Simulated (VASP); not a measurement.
# BAu (Fm-3m) in VASP: notebook

Runs on BAu. Level: PBE. Tasks: single point, relaxation of cell and atoms.

Everything below comes from runs of VASP 6.6.1. Logs are shortened: lines on timing, memory, paths and dates and some standing lists are left out, and cuts for length are marked.

## 1. The cell of the first run

Symmetry: Fm-3m, No. 225, cubic system. The conventional cell has a = 4.710 Å, b = 4.710 Å, c = 4.710 Å, α = 90.00°, β = 90.00°, γ = 90.00°. B (site symmetry m-3m) has 6 Au at 2.36 Å within 3.1 Å. Au (site symmetry m-3m) has 6 B at 2.36 Å within 3.1 Å.

## 2. Single point, PBE

Contents of INCAR:

```
SYSTEM = BAu
ALGO     = Normal         ! electronic algorithm
EDIFF    = 1E-6           ! SCF threshold, eV
ENCUT    = 520            ! plane-wave cutoff, eV
GGA      = PE             ! functional
ISIF     = 2              ! what is computed and relaxed
ISMEAR   = 0              ! smearing method
LASPH    = .TRUE.         ! aspherical terms in the spheres
LCHARG   = .FALSE.        ! write CHGCAR
LREAL    = .FALSE.        ! projectors in reciprocal space
LWAVE    = .FALSE.        ! write WAVECAR
NBANDS   = 14             ! bands
NELM     = 80             ! most SCF steps
PREC     = Accurate       ! precision mode
SIGMA    = 0.1            ! smearing width, eV
```

Contents of KPOINTS:

```
k-points
0
G
  6 6 6
  0 0 0
```

Contents of POSCAR:

```
BAu
1.0
    0.0000000000      2.3550135132      2.3550135132
    2.3550135132      0.0000000000      2.3550135132
    2.3550135132      2.3550135132      0.0000000000
B Au
1 1
Direct
    0.0000000000      0.0000000000      0.0000000000
    0.5000000000      0.5000000000      0.5000000000
```

Potentials or basis: VASP PAW PBE potentials, release 64 (B, Au).

On the command line:

```
$ cat potpaw_PBE.64/B/POTCAR potpaw_PBE.64/Au/POTCAR > POTCAR
$ mpirun -np 1 vasp_std > vasp.out
```

OUTCAR:

```text
SYSTEM = BAu
   EDIFF = 1E-6
   ENCUT = 520
   GGA = PE
   ISIF = 2
   ISMEAR = 0
   LASPH = .TRUE.
   LREAL = .FALSE.
   NELM = 80
   PREC = Accurate

 ion  position               nearest neighbor table
   1  0.000  0.000  0.000-   2 2.36   2 2.36   2 2.36   2 2.36   2 2.36   2 2.36
   2  0.500  0.500  0.500-   1 2.36   1 2.36   1 2.36   1 2.36   1 2.36   1 2.36

  LATTYP: Found a face centered cubic cell.
 ALAT       =     4.7100270264

  Lattice vectors:

 A1 = (   0.0000000000,   2.3550135132,   2.3550135132)
 A2 = (   2.3550135132,   0.0000000000,   2.3550135132)
 A3 = (   2.3550135132,   2.3550135132,   0.0000000000)

Analysis of symmetry for initial positions (statically):
=====================================================================
 Subroutine PRICEL returns:
 Original cell was already a primitive cell.

 Routine SETGRP: Setting up the symmetry group for a
 face centered cubic supercell.

 Subroutine GETGRP returns: Found 48 space group operations
 (whereof 48 operations were pure point group operations)
 out of a pool of 48 trial point group operations.

The static configuration has the point symmetry O_h .

Analysis of symmetry for dynamics (positions and initial velocities):
=====================================================================
 Subroutine PRICEL returns:
 Original cell was already a primitive cell.

 Routine SETGRP: Setting up the symmetry group for a
 face centered cubic supercell.

 Subroutine GETGRP returns: Found 48 space group operations
 (whereof 48 operations were pure point group operations)
 out of a pool of 48 trial point group operations.

The dynamic configuration has the point symmetry O_h .

 Subroutine INISYM returns: Found 48 space group operations
 (whereof 48 operations are pure point group operations),
 and found     1 'primitive' translations

----------------------------------------------------------------------------------------

                                     Primitive cell

  volume of cell :      26.1222

  direct lattice vectors                    reciprocal lattice vectors
     0.000000000  2.355013513  2.355013513    -0.212313007  0.212313007  0.212313007
     2.355013513  0.000000000  2.355013513     0.212313007 -0.212313007  0.212313007
     2.355013513  2.355013513  0.000000000     0.212313007  0.212313007 -0.212313007

  length of vectors
     3.330492050  3.330492050  3.330492050     0.367736915  0.367736915  0.367736915

  position of ions in fractional coordinates (direct lattice)
     0.000000000  0.000000000  0.000000000
     0.500000000  0.500000000  0.500000000

  ion indices of the primitive-cell ions
   primitive index   ion index
                 1           1
                 2           2

----------------------------------------------------------------------------------------

 KPOINTS: k-points

Automatic generation of k-mesh.
 Grid dimensions read from file:
 generate k-points for:    6    6    6

 Generating k-lattice:

  Cartesian coordinates                     Fractional coordinates (reciprocal lattice)
    -0.035385501  0.035385501  0.035385501     0.166666667  0.000000000  0.000000000
     0.035385501 -0.035385501  0.035385501     0.000000000  0.166666667  0.000000000
     0.035385501  0.035385501 -0.035385501     0.000000000  0.000000000  0.166666667

  Length of vectors
     0.061289486  0.061289486  0.061289486

  Shift w.r.t. Gamma in fractional coordinates (k-lattice)
     0.000000000  0.000000000  0.000000000

 Subroutine IBZKPT returns following result:
 ===========================================

 Found     16 irreducible k-points:

 Following reciprocal coordinates:
            Coordinates               Weight
  0.000000  0.000000  0.000000      1.000000
  0.166667  0.000000  0.000000      8.000000
  0.333333  0.000000  0.000000      8.000000
  0.500000  0.000000  0.000000      4.000000
  0.166667  0.166667  0.000000      6.000000
  0.333333  0.166667  0.000000     24.000000
[... 8 lines left out ...]
 -0.333333  0.333333  0.166667     24.000000
 -0.333333  0.500000  0.166667     12.000000
   k-points           NKPTS =     16   k-points in BZ     NKDIM =     16   number of bands    NBANDS=     14
   number of dos      NEDOS =    301   number of ions     NIONS =      2
   total plane-waves  NPLWV =  21952
   dimension x,y,z NGX =    28 NGY =   28 NGZ =   28
   dimension x,y,z NGXF=    56 NGYF=   56 NGZF=   56
   ions per type =               1   1
   NGX,Y,Z   is equivalent  to a cutoff of  13.98, 13.98, 13.98 a.u.
   NGXF,Y,Z  is equivalent  to a cutoff of  27.95, 27.95, 27.95 a.u.
 SYSTEM =  BAu
   PREC   = accura    normal or accurate (medium, high low for compatibility)
   ISTART =      0    job   : 0-new  1-cont  2-samecut
   ICHARG =      2    charge: 1-file 2-atom 10-const
   ISPIN  =      1    spin polarized calculation?
   LNONCOLLINEAR =      F non collinear calculations
   LSORBIT =      F    spin-orbit coupling
   LASPH  =      T    aspherical Exc in radial PAW
   ENCUT  =  520.0 eV  38.22 Ry    6.18 a.u.   6.19  6.19  6.19*2*pi/ulx,y,z
   NELM   =     80;   NELMIN=  2; NELMDL= -5     # of ELM steps
   EDIFF  = 0.1E-05   stopping-criterion for ELM
   LREAL  =      F    real-space projection
   EDIFFG = 0.1E-04   stopping-criterion for IOM
   NSW    =      0    number of steps for IOM
   IBRION =     -1    ionic relax: 0-MD 1-quasi-New 2-CG
   NFREE  =      0    steps in history (QN), initial steepest desc. (CG)
   ISIF   =      2    stress and relaxation
   ISYM   =      2    0-nonsym 1-usesym 2-fastsym
   POTIM  = 0.5000    time-step for ionic-motion
   TEBEG  =    0.0;   TEEND  =   0.0 temperature during run
   PSTRESS=    0.0 pullay stress
   NELECT =      14.0000    total number of electrons
   NUPDOWN=      -1.0000    fix difference up-down
   EMIN   =  10.00;   EMAX   =-10.00  energy-range for DOS
   EFERMI =   0.00;   METHOD = LEGACY
   ISMEAR =     0;   SIGMA  =   0.10  broadening in eV -4-tet -1-fermi 0-gaus
   EFERMI_NEDOS =   21; number of points for ismear=-14 and -15
   IALGO  =     38    algorithm
   IMIX   =      4    mixing-type and parameters
     AMIX     =   0.40;   BMIX     =  1.00
     AMIX_MAG =   1.60;   BMIX_MAG =  1.00
  volume/ion in A,a.u.               =      13.06        88.14
  Fermi-wavevector in a.u.,A,eV,Ry     =   1.329783  2.512925 24.059492  1.768323
  Thomas-Fermi vector in A             =   2.458919
   LORBIT       =      0    0 simple, 1 ext, 2 COOP (PROOUT), +10 PAW based schemes
   GGA     = PE    functional components
   LHFCALC =     F    Hartree Fock is set to
   AEXX    =    0.0000 exact exchange contribution
   IVDW    =     0    specifies the selected vdW correction
   LEPSILON=     F    determine dielectric tensor
   LRPA    =     F    only Hartree local field effects (RPA)
 non-spin polarized calculation
 Gauss-broadening in eV      SIGMA  =   0.10
  energy-cutoff  :      520.00
  volume of cell :       26.12
 maximum number of plane-waves:       725
 NGX is ok and might be reduce to    28
   NGX = 13   NGY = 13   NGZ = 13

 number of electron      13.9999999 magnetization

 Free energy of the ion-electron system (eV)
  ---------------------------------------------------
  ext. energy  EPLUGINS =         0.00000000
  ---------------------------------------------------
  free energy    TOTEN  =        -7.93427609 eV

  energy without entropy =       -7.92926144  energy(sigma->0) =       -7.93176877

 E-fermi :   8.2844     XC(G=0): -12.1443

 val. band max:        8.1772852661   @ k =   0.3333   0.1667   0.0000
 cond. band min:       8.3058890385   @ k =  -0.3333   0.5000   0.1667
 fundamental gap:      0.1286037724
 Fermi energy:         8.2844449262

 k-point     1 :       0.0000    0.0000    0.0000
  band No.  band energies     occupation
      1      -3.6679      2.00000
      2       2.9344      2.00000
      3       2.9344      2.00000
      4       2.9344      2.00000
      5       3.2805      2.00000
      6       3.2805      2.00000
      7      10.3065      0.00000
      8      10.3065      0.00000
      9      10.3065      0.00000
     10      17.4033      0.00000
     11      20.0400      0.00000
     12      24.9796      0.00000
     13      24.9796      0.00000
     14      24.9796      0.00000

 k-point     2 :       0.1667    0.0000    0.0000
  band No.  band energies     occupation
      1      -3.0778      2.00000
      2       2.6740      2.00000
      3       2.7600      2.00000
      4       2.7600      2.00000
      5       3.2809      2.00000
      6       3.2809      2.00000
      7       9.2030      0.00000
      8      11.1679      0.00000
      9      11.1679      0.00000
     10      18.1505      0.00000
     11      19.4483      0.00000
     12      22.7674      0.00000
     13      22.7674      0.00000
     14      22.9581      0.00000

 k-point     3 :       0.3333    0.0000    0.0000
  band No.  band energies     occupation
      1      -1.4745      2.00000
      2       2.0158      2.00000
      3       2.0810      2.00000
      4       2.0810      2.00000
      5       3.8425      2.00000
      6       3.8425      2.00000
      7       7.0533      2.00000
      8      12.9060      0.00000
      9      12.9060      0.00000
     10      16.2791      0.00000
     11      19.5686      0.00000
     12      19.5686      0.00000
     13      20.2403      0.00000
     14      24.1623      0.00000
[... 188 lines left out ...]
 k-point    15 :      -0.3333    0.3333    0.1667
  band No.  band energies     occupation
      1      -0.1909      2.00000
      2       1.4615      2.00000
      3       2.3990      2.00000
      4       2.4339      2.00000
      5       4.2490      2.00000
      6       5.6996      2.00000
      7       5.8038      2.00000
      8       9.5871      0.00000
      9       9.9412      0.00000
     10      16.9401      0.00000
     11      18.2430      0.00000
     12      20.3360      0.00000
     13      21.5632      0.00000
     14      26.3760      0.00000

 k-point    16 :      -0.3333    0.5000    0.1667
  band No.  band energies     occupation
      1      -0.6611      2.00000
      2       2.0679      2.00000
      3       2.6775      2.00000
      4       2.7877      2.00000
      5       4.5204      2.00000
      6       6.1683      2.00000
      7       6.9380      2.00000
      8       7.5329      2.00000
      9       8.3059      0.76169
     10      15.4420      0.00000
     11      19.6077      0.00000
     12      20.8558      0.00000
     13      22.5543      0.00000
     14      26.2766      0.00000

------------------------ aborting loop because EDIFF is reached ----------------------------------------

  FORCE on cell =-STRESS in cart. coord.  units (eV):
  Direction    XX          YY          ZZ          XY          YZ          ZX
  --------------------------------------------------------------------------------------
  -------------------------------------------------------------------------------------
  Total       -0.0469695     -0.0469695     -0.0469695     -0.0000000     -0.0000000      0.0000000
  in kB       -2.8808226     -2.8808226     -2.8808226     -0.0000000     -0.0000000      0.0000000
  external PRESSURE =      -2.8808226 kB  Pullay stress =       0.0000000 kB

 VOLUME and BASIS-vectors are now :
 -----------------------------------------------------------------------------
  energy-cutoff  :      520.00
  volume of cell :       26.12
      direct lattice vectors                 reciprocal lattice vectors
     0.000000000  2.355013513  2.355013513    -0.212313007  0.212313007  0.212313007
     2.355013513  0.000000000  2.355013513     0.212313007 -0.212313007  0.212313007
     2.355013513  2.355013513  0.000000000     0.212313007  0.212313007 -0.212313007

 POSITION                                       TOTAL-FORCE (eV/Angst)
 -----------------------------------------------------------------------------------
      0.00000      0.00000      0.00000        -0.000000     -0.000000     -0.000000
      2.35501      2.35501      2.35501         0.000000      0.000000      0.000000
 -----------------------------------------------------------------------------------
    total drift:                                0.000000      0.000000      0.000000

  FREE ENERGIE OF THE ION-ELECTRON SYSTEM (eV)
  ---------------------------------------------------
  free  energy   TOTEN  =        -7.9342760910 eV

  energy  without entropy=       -7.9292614416  energy(sigma->0) =       -7.93176877
```

Run time: 9.2 s. Hardware: 1 thread of AMD EPYC 7R13 (Zen 3), shared host; peak memory 0.13 GiB.

What came out:

* Free energy: -7.9343 eV
* Pressure: -0.3 GPa
* Band gap on the k mesh: zero (band 7 reaches 10.31 eV, above the bottom of band 8 at 7.53 eV)

Caveat: the k points lie up to 0.39 Å⁻¹ apart; spin-orbit coupling is left out, which moves the levels of the heavy elements.

## 3. Relaxation of cell and atoms, PBE

This run uses another cell than the first one, of 13.98 Å³/atom, 1.070 times its volume.

Contents of INCAR:

```
SYSTEM = BAu
PREC     = Accurate       ! precision mode
ENCUT    = 600            ! plane-wave cutoff, eV
EDIFF    = 1E-6           ! SCF threshold, eV
ISMEAR   = 0              ! smearing method
SIGMA    = 0.1            ! smearing width, eV
LREAL    = .False.        ! projectors in reciprocal space
LASPH    = .True.         ! aspherical terms in the spheres
NELM     = 100            ! most SCF steps
ALGO     = Normal         ! electronic algorithm
ISIF     = 3              ! what is computed and relaxed
LWAVE    = .False.        ! write WAVECAR
LCHARG   = .False.        ! write CHGCAR
GGA      = PE             ! functional
IBRION   = 2              ! ionic algorithm
NSW      = 90             ! ionic steps
EDIFFG   = -0.04          ! ionic threshold
```

Contents of KPOINTS:

```
regular mesh
0
Gamma
  6 6 6
  0 0 0
```

Contents of POSCAR:

```
BAu
1.0
    0.0000000000      2.4087471100      2.4087471100
    2.4087471100      0.0000000000      2.4087471100
    2.4087471100      2.4087471100      0.0000000000
B Au
1 1
Direct
    0.0000000000      0.0000000000      0.0000000000
    0.5000000000      0.5000000000      0.5000000000
```

Potentials or basis: VASP PAW PBE potentials, release 64 (B, Au).

On the command line:

```
$ cat potpaw_PBE.64/B/POTCAR potpaw_PBE.64/Au/POTCAR > POTCAR
$ mpirun -np 1 vasp_std > vasp.out
```

Run time: 18 s. Hardware: 1 thread of AMD EPYC 7R13 (Zen 3), shared host; peak memory 0.13 GiB.

The run converged. Its results:

```
Free energy                            : -7.9353 eV
Relaxed volume                         : 13.05 Å³/atom
Relaxed cell                           : a = 3.329 Å, b = 3.329 Å, c = 3.329 Å, α = 60.00°, β = 60.00°, γ = 60.00°
Space group after relaxing (to 0.05 Å) : Fm-3m (No. 225)
Energy gained by relaxing              : 27.2 meV/atom
Ionic steps                            : 3
Pressure after relaxing                : -0.1 GPa
Band gap on the k mesh                 : zero (band 7 reaches 10.32 eV, above the bottom of band 8 at 7.55 eV)
```

The path:
| step | energy change (eV) | largest force (eV/Å) | pressure (GPa) | volume (Å³) |
| --- | --- | --- | --- | --- |
| 1 | 0.0000 | 0.0000 | -8.67 | 27.95 |
| 2 | -0.0308 | 0.0000 | 7.40 | 25.00 |
| 3 | -0.0544 | 0.0000 | -0.07 | 26.09 |

Final structure:
```
B Au
1.0
     0.00000    2.35412    2.35412
     2.35412    0.00000    2.35412
     2.35412    2.35412    0.00000
B Au
1 1
Direct
  0.00000 0.00000 0.00000
  0.50000 0.50000 0.50000
```

Levels at points of the mesh, in eV from the Fermi level:
| k point | band 5 | band 6 | band 7 | band 8 | band 9 | band 10 |
| --- | --- | --- | --- | --- | --- | --- |
| (0.00, 0.00, 0.00) | -5.01 | -5.01 | 2.02 | 2.02 | 2.02 | 9.13 |
| (0.50, 0.00, 0.00) | -4.12 | -4.12 | -2.47 | 5.68 | 5.68 | 6.91 |
| (0.50, 0.50, 0.00) | -3.77 | -3.77 | -0.66 | -0.44 | -0.44 | 4.36 |

Caveat: the k points lie up to 0.39 Å⁻¹ apart in the final cell; spin-orbit coupling is left out, which moves the levels of the heavy elements.
